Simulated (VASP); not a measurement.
NaFeN: single point with r2SCAN

Crystal: NaFeN.

```
Na Fe N
1.0
     3.03218    0.00000    0.00000
    -1.51609    2.62594    0.00000
     0.00000    0.00000    9.92361
Na Fe N
2 2 2
Direct
  0.66667 0.33333 0.76081
  0.33333 0.66667 0.26081
  0.00000 0.00000 0.51824
  0.00000 0.00000 0.01824
  0.33333 0.66667 0.56559
  0.66667 0.33333 0.06559
```

```
Program                : VASP 6.6.1
Task                   : single point
Functional             : r2SCAN
Potentials or basis    : VASP PAW PBE potentials, release 64 (Na_pv, Fe, N)
Cutoff                 : 520 eV
k mesh                 : 9 × 9 × 2
Occupations            : gaussian, width 0.01 eV
Spin                   : no spin polarisation
Dipole correction      : no
Further INCAR settings : ALGO = Normal; EDIFF = 1e-06; NBANDS = 29
```

```json
{"Pressure": "-6.4 GPa", "Largest force": "0.392 eV/Å", "Band gap on the k mesh": "0.52 eV (least direct gap 0.85 eV)"}
```

Forces on the atoms (eV/Å):
```
Na   0.000  0.000 -0.090
Na   0.000  0.000 -0.090
Fe   0.000  0.000  0.392
Fe   0.000  0.000  0.392
N    0.000  0.000 -0.302
N    0.000  0.000 -0.302
```

Stress tensor (GPa, compression positive):
```
-7.49  0.00  0.00
 0.00 -7.49  0.00
 0.00  0.00 -4.18
```

Levels at points of the mesh, in eV from the valence-band top:
```csv
k point,band 16,band 17,band 18,band 19,band 20,band 21,band 22,band 23,band 24,band 25
"(0.00, 0.00, 0.00)",-1.74,-0.60,-0.60,-0.60,-0.60,1.86,2.73,4.15,4.15,4.17
"(0.00, 0.00, 0.50)",-2.11,-0.60,-0.60,-0.60,-0.60,2.16,2.16,4.16,4.16,4.16
```

It took 2.5 min on 1 thread of Intel(R) Xeon(R) Platinum 8488C (Sapphire Rapids), with other jobs on the host, peak memory 0.23 GiB.

Caveat: the cell stands under tension; semilocal functionals underestimate gaps, and a narrow one can read as zero; the PAW data sets were made with another functional, which shifts forces and pressure a little. A k mesh can miss the band edges.
